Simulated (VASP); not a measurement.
Wanted: the native input for a VASP 6.6.1 run.

* Task: single point
* Functional: PBE
* Potentials or basis: VASP PAW PBE potentials, release 64 (Cl)
* Cutoff: 520 eV
* k mesh: 16 × 16 × 16
* Occupations: fermi-dirac, width 0.08 eV
* Spin: no spin polarisation
* Dipole correction: no
* Further INCAR settings: ALGO = Normal; EDIFF = 1e-07; NBANDS = 14

The structure of Cl lies in POSCAR:

```
Cl
1.0
   -2.4641262945      2.4641262945      1.5466443846
    2.4641262945     -2.4641262945      1.5466443846
    2.4641262945      2.4641262945     -1.5466443846
Cl
2
Direct
   -0.3750000000     -0.1250000000     -0.2500000000
    0.3750000000      0.1250000000      0.2500000000
```

These files were run (other wordings do the same):

INCAR

```
PREC     = Accurate       # precision mode
ENCUT    = 520            # plane-wave cutoff, eV
EDIFF    = 1E-7           # SCF threshold, eV
ISMEAR   = -1             # smearing method
SIGMA    = 0.08           # smearing width, eV
LREAL    = False          # projectors in reciprocal space
LASPH    = True           # aspherical terms in the spheres
NELM     = 80             # most SCF steps
ALGO     = Normal         # electronic algorithm
ISIF     = 2              # what is computed and relaxed
LWAVE    = False          # write WAVECAR
LCHARG   = False          # write CHGCAR
GGA      = PE             # functional
NBANDS   = 14             # bands
```

KPOINTS

```
regular mesh
0
Gamma
  16 16 16
```

Potentials or basis: VASP PAW PBE potentials, release 64 (Cl).

Run with:

```console
$ cat potpaw_PBE.64/Cl/POTCAR > POTCAR
$ mpirun -np 1 vasp_std > vasp.out
```

Results of the run:

```yaml
Pressure: 13.3 GPa
Band_gap_on_the_k_mesh: zero (bands 7 and 8 overlap by 2.58 eV)
```

Caveat: the cell stands under pressure.

Run time: 4.6 min on 1 thread of Oxide Virtual Turin-like Processor (shared host), peak memory 0.22 GiB.
